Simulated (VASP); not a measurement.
Write the native input for VASP 6.6.1 that does the following.

* Task: single point
* Functional: PBE
* Potentials or basis: VASP PAW PBE potentials, release 64 (Sr_sv, V_sv, O)
* Cutoff: 520 eV
* k mesh: 8 × 8 × 8
* Occupations: gaussian, width 0.05 eV
* Spin: no spin polarisation
* Dipole correction: no
* Further INCAR settings: ALGO = Normal; EDIFF = 1e-06; NBANDS = 28

The structure of SrVO3 lies in POSCAR:

```
SrVO3
1.0
    3.8833959243      0.0000000000      0.0000000000
    0.0000000000      3.8833959243      0.0000000000
    0.0000000000      0.0000000000      3.8833959243
Sr V O
1 1 3
Direct
    0.5000000000      0.5000000000      0.5000000000
    0.0000000000      0.0000000000      0.0000000000
    0.5000000000      0.0000000000      0.0000000000
    0.0000000000      0.5000000000      0.0000000000
    0.0000000000      0.0000000000      0.5000000000
```

One way to write it, as run:

INCAR

```
SYSTEM = SrVO3
PREC     = Accurate       ! precision mode
ENCUT    = 520            ! plane-wave cutoff, eV
EDIFF    = 1E-6           ! SCF threshold, eV
ISMEAR   = 0              ! smearing method
SIGMA    = 0.05           ! smearing width, eV
LREAL    = .False.        ! projectors in reciprocal space
LASPH    = .True.         ! aspherical terms in the spheres
NELM     = 60             ! most SCF steps
ALGO     = Normal         ! electronic algorithm
ISIF     = 2              ! what is computed and relaxed
LWAVE    = .False.        ! write WAVECAR
LCHARG   = .False.        ! write CHGCAR
GGA      = PE             ! functional
NBANDS   = 28             ! bands
```

KPOINTS

```
regular mesh
0
Gamma
  8 8 8
  0 0 0
```

Potentials or basis: VASP PAW PBE potentials, release 64 (Sr_sv, V_sv, O).

Command:

```sh
$ cat potpaw_PBE.64/Sr_sv/POTCAR potpaw_PBE.64/V_sv/POTCAR potpaw_PBE.64/O/POTCAR > POTCAR
$ mpirun -np 1 vasp_std > vasp.out
```

It gave:

```yaml
Pressure: -2.6 GPa
Band_gap_on_the_k_mesh: zero (an odd number of electrons rules out a gap without spin polarisation)
```

Caveat: an odd number of electrons without spin polarisation forces a metal; a magnetic or distorted state may lie lower; the run has no spin polarisation, though such a crystal can be magnetic; semilocal functionals often make such compounds metallic where correlation or magnetic order opens a gap, which also shifts bond lengths.

Run time: 52 s on 1 thread of Intel(R) Xeon(R) Platinum 8488C (Sapphire Rapids), on a shared host, peak memory 0.2 GiB.
